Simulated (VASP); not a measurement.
# BaTiO3 (R3m) in VASP: further runs

The runs below take BaTiO3 through single point, with PBEsol.

All numbers are computed with VASP 6.6.1; they aren't measurements. Logs are shortened: lines on timing, memory, paths and dates and some standing lists are left out, and cuts for length are marked.

**1. The cell of the first run**

It takes space group R3m (No. 160, trigonal). Conventional cell: a = 5.598 Å, b = 5.598 Å, c = 7.096 Å, α = 90.00°, β = 90.00°, γ = 120.00°. Ba (site symmetry 3m) has 12 O at 2.80 to 2.92 Å and 8 Ti at 3.41 to 3.66 Å within 3.7 Å. Ti (site symmetry 3m) has 6 O at 1.87 to 2.14 Å within 2.5 Å. Within 2.5 Å of O (site symmetry m) lie 2 Ti at 1.87 to 2.14 Å.

**2. Single point, PBEsol**

The input, INCAR:

```
  PREC = Accurate
  ENCUT = 520
  EDIFF = 1E-6
  ISMEAR = -1
  SIGMA = 0.05
  LREAL = F
  LASPH = T
  NELM = 80
  ALGO = Normal
  ISIF = 2
  LWAVE = F
  LCHARG = F
  GGA = PS
  NBANDS = 28
```

The input, KPOINTS:

```
Automatic mesh
0
Gamma
  6 6 6
```

The input, POSCAR:

```
BaTiO3
1.0
    2.7990963000      1.6160562000      2.3654627079
   -2.7990963000      1.6160562000      2.3654627079
    0.0000000000     -3.2321124000      2.3654627079
Ba Ti O
1 1 3
Direct
    0.0000000000      0.0000000000      0.0000000000
    0.4845000000      0.4845000000      0.4845000000
    0.5086000000      0.5086000000      0.0175000000
    0.0175000000      0.5086000000      0.5086000000
    0.5086000000      0.0175000000      0.5086000000
```

Potentials or basis: VASP PAW PBE potentials, release 64 (Ba_sv, Ti_sv, O).

Run with:

```console
> cat potpaw_PBE.64/Ba_sv/POTCAR potpaw_PBE.64/Ti_sv/POTCAR potpaw_PBE.64/O/POTCAR > POTCAR
> mpirun -np 1 vasp_std > vasp.out
```

OUTCAR:

```text
PREC = Accurate
   ENCUT = 520
   EDIFF = 1E-6
   ISMEAR = -1
   LREAL = F
   LASPH = T
   NELM = 80
   ISIF = 2
   GGA = PS

 ion  position               nearest neighbor table
   1  0.000  0.000  0.000-   5 2.80   4 2.80   4 2.80   5 2.80   3 2.80   3 2.80   3 2.81   4 2.81
                             5 2.81   3 2.92   4 2.92   5 2.92   2 3.41   2 3.41   2 3.41   2 3.44
   2  0.484  0.484  0.484-   3 1.87   4 1.87   5 1.87   3 2.14   4 2.14   5 2.14   1 3.41   1 3.41
                             1 3.41   1 3.44   1 3.48   1 3.48   1 3.48   1 3.66
   3  0.509  0.509  0.017-   2 1.87   2 2.14   1 2.80   1 2.80   1 2.81   1 2.92
   4  0.017  0.509  0.509-   2 1.87   2 2.14   1 2.80   1 2.80   1 2.81   1 2.92
   5  0.509  0.017  0.509-   2 1.87   2 2.14   1 2.80   1 2.80   1 2.81   1 2.92

  LATTYP: Found a trigonal (rhomboedric) cell.
 ALAT       =     4.0052455057
 COS(alpha) =     0.0231960830

  Lattice vectors:

 A1 = (   2.7990963000,   1.6160562000,   2.3654627079)
 A2 = (  -2.7990963000,   1.6160562000,   2.3654627079)
 A3 = (   0.0000000000,  -3.2321124000,   2.3654627079)

Analysis of symmetry for initial positions (statically):
=====================================================================
 Subroutine PRICEL returns:
 Original cell was already a primitive cell.

 Routine SETGRP: Setting up the symmetry group for a
 trigonal (rhombohedral) supercell.

 Subroutine GETGRP returns: Found  6 space group operations
 (whereof  6 operations were pure point group operations)
 out of a pool of 12 trial point group operations.

The static configuration has the point symmetry C_3v.

Analysis of symmetry for dynamics (positions and initial velocities):
=====================================================================
 Subroutine PRICEL returns:
 Original cell was already a primitive cell.

 Routine SETGRP: Setting up the symmetry group for a
 trigonal (rhombohedral) supercell.

 Subroutine GETGRP returns: Found  6 space group operations
 (whereof  6 operations were pure point group operations)
 out of a pool of 12 trial point group operations.

The dynamic configuration has the point symmetry C_3v.

 Subroutine INISYM returns: Found  6 space group operations
 (whereof  6 operations are pure point group operations),
 and found     1 'primitive' translations

----------------------------------------------------------------------------------------

                                     Primitive cell

  volume of cell :      64.2010

  direct lattice vectors                    reciprocal lattice vectors
     2.799096300  1.616056200  2.365462708     0.178629081  0.103131727  0.140916757
    -2.799096300  1.616056200  2.365462708    -0.178629081  0.103131727  0.140916757
     0.000000000 -3.232112400  2.365462708     0.000000000 -0.206263454  0.140916757

  length of vectors
     4.005245506  4.005245506  4.005242114     0.249803991  0.249803991  0.249804213

  position of ions in fractional coordinates (direct lattice)
     0.000000000  0.000000000  0.000000000
     0.484500000  0.484500000  0.484500000
     0.508600000  0.508600000  0.017500000
     0.017500000  0.508600000  0.508600000
     0.508600000  0.017500000  0.508600000

  ion indices of the primitive-cell ions
   primitive index   ion index
                 1           1
                 2           2
                 3           3
                 4           4
                 5           5

----------------------------------------------------------------------------------------

 KPOINTS: Automatic mesh

Automatic generation of k-mesh.
 Grid dimensions read from file:
 generate k-points for:    6    6    6

 Generating k-lattice:

  Cartesian coordinates                     Fractional coordinates (reciprocal lattice)
     0.029771514  0.017188621  0.023486126     0.166666667 -0.000000000 -0.000000000
    -0.029771514  0.017188621  0.023486126    -0.000000000  0.166666667 -0.000000000
     0.000000000 -0.034377242  0.023486126    -0.000000000 -0.000000000  0.166666667

  Length of vectors
     0.041633999  0.041633999  0.041634035

  Shift w.r.t. Gamma in fractional coordinates (k-lattice)
     0.000000000  0.000000000  0.000000000

 Subroutine IBZKPT returns following result:
 ===========================================

 Found     32 irreducible k-points:

 Following reciprocal coordinates:
            Coordinates               Weight
  0.000000  0.000000  0.000000      1.000000
  0.166667 -0.000000 -0.000000      6.000000
  0.333333 -0.000000  0.000000      6.000000
  0.500000 -0.000000 -0.000000      3.000000
  0.166667  0.166667 -0.000000      6.000000
  0.333333  0.166667  0.000000     12.000000
[... 16 lines left out ...]
  0.500000  0.500000  0.166667      6.000000
 -0.333333  0.500000  0.166667     12.000000
 [... further k-points ...]
   k-points           NKPTS =     32   k-points in BZ     NKDIM =     32   number of bands    NBANDS=     28
   number of dos      NEDOS =    301   number of ions     NIONS =      5
   total plane-waves  NPLWV =  27000
   dimension x,y,z NGX =    30 NGY =   30 NGZ =   30
   dimension x,y,z NGXF=    60 NGYF=   60 NGZF=   60
   ions per type =               1   1   3
   NGX,Y,Z   is equivalent  to a cutoff of  12.45, 12.45, 12.45 a.u.
   NGXF,Y,Z  is equivalent  to a cutoff of  24.90, 24.90, 24.90 a.u.
 SYSTEM =  unknown system
   PREC   = accura    normal or accurate (medium, high low for compatibility)
   ISTART =      0    job   : 0-new  1-cont  2-samecut
   ICHARG =      2    charge: 1-file 2-atom 10-const
   ISPIN  =      1    spin polarized calculation?
   LNONCOLLINEAR =      F non collinear calculations
   LSORBIT =      F    spin-orbit coupling
   LASPH  =      T    aspherical Exc in radial PAW
   ENCUT  =  520.0 eV  38.22 Ry    6.18 a.u.   7.45  7.45  7.45*2*pi/ulx,y,z
   NELM   =     80;   NELMIN=  2; NELMDL= -5     # of ELM steps
   EDIFF  = 0.1E-05   stopping-criterion for ELM
   LREAL  =      F    real-space projection
   EDIFFG = 0.1E-04   stopping-criterion for IOM
   NSW    =      0    number of steps for IOM
   IBRION =     -1    ionic relax: 0-MD 1-quasi-New 2-CG
   NFREE  =      0    steps in history (QN), initial steepest desc. (CG)
   ISIF   =      2    stress and relaxation
   ISYM   =      2    0-nonsym 1-usesym 2-fastsym
   POTIM  = 0.5000    time-step for ionic-motion
   TEBEG  =    0.0;   TEEND  =   0.0 temperature during run
   PSTRESS=    0.0 pullay stress
   NELECT =      40.0000    total number of electrons
   NUPDOWN=      -1.0000    fix difference up-down
   EMIN   =  10.00;   EMAX   =-10.00  energy-range for DOS
   EFERMI =   0.00;   METHOD = LEGACY
   ISMEAR =    -1;   SIGMA  =   0.05  broadening in eV -4-tet -1-fermi 0-gaus
   EFERMI_NEDOS =   21; number of points for ismear=-14 and -15
   IALGO  =     38    algorithm
   IMIX   =      4    mixing-type and parameters
     AMIX     =   0.40;   BMIX     =  1.00
     AMIX_MAG =   1.60;   BMIX_MAG =  1.00
  volume/ion in A,a.u.               =      12.84        86.65
  Fermi-wavevector in a.u.,A,eV,Ry     =   1.398237  2.642286 26.600316  1.955068
  Thomas-Fermi vector in A             =   2.521415
   LORBIT       =      0    0 simple, 1 ext, 2 COOP (PROOUT), +10 PAW based schemes
   GGA     = PS    functional components
   LHFCALC =     F    Hartree Fock is set to
   AEXX    =    0.0000 exact exchange contribution
   IVDW    =     0    specifies the selected vdW correction
   LEPSILON=     F    determine dielectric tensor
   LRPA    =     F    only Hartree local field effects (RPA)
 non-spin polarized calculation
  energy-cutoff  :      520.00
  volume of cell :       64.20
 maximum number of plane-waves:      1761
 NGX is ok and might be reduce to    30
   NGX = 15   NGY = 15   NGZ = 15

 number of electron      40.0000002 magnetization

 Free energy of the ion-electron system (eV)
  ---------------------------------------------------
  ext. energy  EPLUGINS =         0.00000000
  ---------------------------------------------------
  free energy    TOTEN  =       -41.97669342 eV

  energy without entropy =      -41.97669342  energy(sigma->0) =      -41.97669342

 E-fermi :   4.6729     XC(G=0): -11.4916

 val. band max:        3.6220785201   @ k =   0.5000   0.5000   0.5000
 cond. band min:       5.9386440600   @ k =   0.0000   0.0000   0.0000
 fundamental gap:      2.3165655399
 Fermi energy:         4.6729047186

 k-point     1 :       0.0000    0.0000    0.0000
  band No.  band energies     occupation
      1     -52.3921      2.00000
      2     -28.7725      2.00000
      3     -28.7725      2.00000
      4     -28.7465      2.00000
      5     -21.1286      2.00000
      6     -13.1198      2.00000
[... 20 lines left out ...]
     27       8.5586      0.00000
     28      10.7601      0.00000

 k-point     2 :       0.1667   -0.0000   -0.0000
  band No.  band energies     occupation
      1     -52.3918      2.00000
      2     -28.7828      2.00000
      3     -28.7720      2.00000
      4     -28.7494      2.00000
      5     -21.0988      2.00000
      6     -13.1436      2.00000
[... 20 lines left out ...]
     27       9.0944      0.00000
     28      11.4116      0.00000

 k-point     3 :       0.3333   -0.0000    0.0000
  band No.  band energies     occupation
      1     -52.3913      2.00000
      2     -28.8075      2.00000
      3     -28.7709      2.00000
      4     -28.7509      2.00000
      5     -21.0379      2.00000
      6     -13.2736      2.00000
[... 20 lines left out ...]
     27      10.3445      0.00000
     28      11.9070      0.00000

 k-point     4 :       0.5000   -0.0000   -0.0000
  band No.  band energies     occupation
      1     -52.3910      2.00000
      2     -28.8205      2.00000
      3     -28.7704      2.00000
      4     -28.7510      2.00000
      5     -21.0067      2.00000
      6     -13.3601      2.00000
[... 578 lines left out ...]
     27      11.0009      0.00000
     28      12.0313      0.00000

 k-point    23 :       0.5000    0.5000    0.1667
  band No.  band energies     occupation
      1     -52.3897      2.00000
      2     -28.8216      2.00000
      3     -28.8099      2.00000
      4     -28.7692      2.00000
      5     -20.9134      2.00000
      6     -12.6326      2.00000
[... 20 lines left out ...]
     27      12.0917      0.00000
     28      12.5099      0.00000

 k-point    24 :      -0.3333    0.5000    0.1667
  band No.  band energies     occupation
      1     -52.3900      2.00000
      2     -28.8187      2.00000
      3     -28.8015      2.00000
      4     -28.7688      2.00000
      5     -20.9318      2.00000
      6     -12.8070      2.00000
[... 20 lines left out ...]
     27      11.7411      0.00000
     28      12.2063      0.00000

 [... further k-points ...]

------------------------ aborting loop because EDIFF is reached ----------------------------------------

  FORCE on cell =-STRESS in cart. coord.  units (eV):
  Direction    XX          YY          ZZ          XY          YZ          ZX
  --------------------------------------------------------------------------------------
  -------------------------------------------------------------------------------------
  Total        1.3187963      1.3187917     -1.5491051      0.0000000      0.0000000      0.0000000
  in kB       32.9114218     32.9113076    -38.6589271      0.0000000      0.0000000      0.0000000
  external PRESSURE =       9.0546008 kB  Pullay stress =       0.0000000 kB

 VOLUME and BASIS-vectors are now :
 -----------------------------------------------------------------------------
  energy-cutoff  :      520.00
  volume of cell :       64.20
      direct lattice vectors                 reciprocal lattice vectors
     2.799096300  1.616056200  2.365462708     0.178629081  0.103131727  0.140916757
    -2.799096300  1.616056200  2.365462708    -0.178629081  0.103131727  0.140916757
     0.000000000 -3.232112400  2.365462708     0.000000000 -0.206263454  0.140916757

 POSITION                                       TOTAL-FORCE (eV/Angst)
 -----------------------------------------------------------------------------------
      0.00000      0.00000      0.00000        -0.000000     -0.000000     -0.126198
      0.00000      0.00000      3.43820        -0.000000     -0.000000      0.053783
      0.00000      1.58729      2.44754        -0.000000      0.155957      0.024138
     -1.37464     -0.79365      2.44754        -0.135063     -0.077979      0.024138
      1.37464     -0.79365      2.44754         0.135063     -0.077979      0.024138
 -----------------------------------------------------------------------------------
    total drift:                                0.000000      0.000070      0.000237

  FREE ENERGIE OF THE ION-ELECTRON SYSTEM (eV)
  ---------------------------------------------------
  free  energy   TOTEN  =       -41.9766934159 eV

  energy  without entropy=      -41.9766934158  energy(sigma->0) =      -41.97669342
```

It took 80 s on 1 thread of Intel Xeon 8259CL, shared host; peak memory 0.2 GiB.

Results:

```
Free energy            : -41.9767 eV
Pressure               : 0.9 GPa
Largest force          : 0.158 eV/Å
Band gap on the k mesh : 2.32 eV (least direct gap 2.66 eV)
```

Forces on the atoms (eV/Å):
```
Ba   0.000  0.000 -0.126
Ti   0.000  0.000  0.054
O    0.000  0.156  0.024
O   -0.135 -0.078  0.024
O    0.135 -0.078  0.024
```

Levels at points of the mesh, in eV from the valence-band top:
```
           k point  band 18  band 19  band 20  band 21  band 22  band 23
(0.00, 0.00, 0.00)    -0.65    -0.34    -0.34     2.32     2.32     2.56
(0.50, 0.00, 0.00)    -1.66    -1.05    -0.76     2.52     3.82     3.88
(0.50, 0.50, 0.00)    -0.93    -0.81    -0.09     3.85     3.90     4.20
(0.50, 0.50, 0.50)    -0.03     0.00     0.00     4.39     4.48     4.48
```

Caveat: the stress differs along the axes, from -4 to 3 GPa; the PAW data sets were made with another functional, which shifts forces and pressure a little; spin-orbit coupling is left out, which moves the levels of the heavy elements.

(Part 1 of 2 ends here.)
